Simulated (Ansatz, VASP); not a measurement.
# Two plane-wave programs on Mg

INCAR

```
PREC     = Accurate       # precision mode
ENCUT    = 520            # plane-wave cutoff, eV
EDIFF    = 1E-7           # SCF threshold, eV
ISMEAR   = -1             # smearing method
SIGMA    = 0.1            # smearing width, eV
LREAL    = F              # projectors in reciprocal space
LASPH    = T              # aspherical terms in the spheres
NELM     = 60             # most SCF steps
ALGO     = Normal         # electronic algorithm
ISIF     = 2              # what is computed and relaxed
LWAVE    = F              # write WAVECAR
LCHARG   = F              # write CHGCAR
GGA      = PE             # functional
NBANDS   = 7              # bands
```

File KPOINTS:

```
Automatic mesh
0
Gamma
  14 14 14
```

Contents of POSCAR:

```
Mg
1.0
   -1.7149869816      1.7149869816      1.7149869816
    1.7149869816     -1.7149869816      1.7149869816
    1.7149869816      1.7149869816     -1.7149869816
Mg
1
Direct
    0.0000000000      0.0000000000      0.0000000000
```

Input for Ansatz:

```yaml
crystal:
  lattice:
    - [-1.7149869816, 1.7149869816, 1.7149869816]
    - [1.7149869816, -1.7149869816, 1.7149869816]
    - [1.7149869816, 1.7149869816, -1.7149869816]
  atoms:
    - { symbol: Mg, position: [0.0, 0.0, 0.0] }
hamiltonian:
  xc: pbe
  pseudopotentials:
    kind: paw
    azcp:
      Mg: "pseudopotentials/Mg.paw.azcp"
basis:
  ecutwfc: 420
  fft_grid_basis: typed
kpoints:
  mp_grid: { grid: [14, 14, 14], shift: [0, 0, 0] }
magnetization:
  spin_polarized: false
scf:
  occupations: { method: fermi_dirac, width: 0.1 }
  lower_state_search: "off"
output:
  stress: true
  write_density: true
  write_potential: true
  elf: true
  volumetric_format: npy
```

Alike in both runs: task single point; functional PBE; k mesh 14 × 14 × 14; occupations fermi-dirac, width 0.1 eV; no spin polarisation.

```csv
,VASP,Ansatz
version,VASP 6.6.1,Ansatz 0.2.0
potentials or method,"VASP PAW PBE potentials, release 64 (Mg), cutoff 520 eV","plane waves (420 eV) with PAW, scalar-relativistic"
valence electrons in the cell,2,10
```

VASP gave:

| Property | Result |
| --- | --- |
| pressure (GPa) | 5.7 |

Estimate Ansatz's values.

pressure (GPa): 5.9.

VASP's potentials hold 2 valence electrons a cell and Ansatz's 10, so a difference there can come from the potentials and not from the codes.
